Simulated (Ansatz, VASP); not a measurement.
Cd: VASP beside Ansatz

```
Cd
1.0
     2.88186    0.00000    0.00000
    -1.44093    2.49577    0.00000
     0.00000    0.00000    5.63837
Cd
2
Direct
  0.33333 0.66667 0.25000
  0.66667 0.33333 0.75000
```

Alike in both runs: task single point; functional LDA; k mesh 13 × 13 × 6; occupations fermi-dirac, width 0.3 eV; no spin polarisation.

|  | VASP | Ansatz |
| --- | --- | --- |
| version | VASP 6.6.1 | Ansatz 0.2.0 |
| potentials or method | VASP PAW LDA potentials, release 64 (Cd_sv_GW), cutoff 630 eV | plane waves (420 eV) with PAW, scalar-relativistic |
| valence electrons in the cell | 40 | 40 |

Ansatz gave:

- pressure (GPa): 0.5
- traceless stress, the component that is largest in VASP (GPa): -1.47

Q: Which values does VASP return?

A: Pressure (GPa): 0.4; traceless stress, the component that is largest in VASP (GPa): -1.60.

Ansatz warns that its potentials were made for another functional, while VASP's fit it. LDA's correlation is that of Perdew and Zunger in VASP and of Perdew and Wang (1992) in Ansatz.
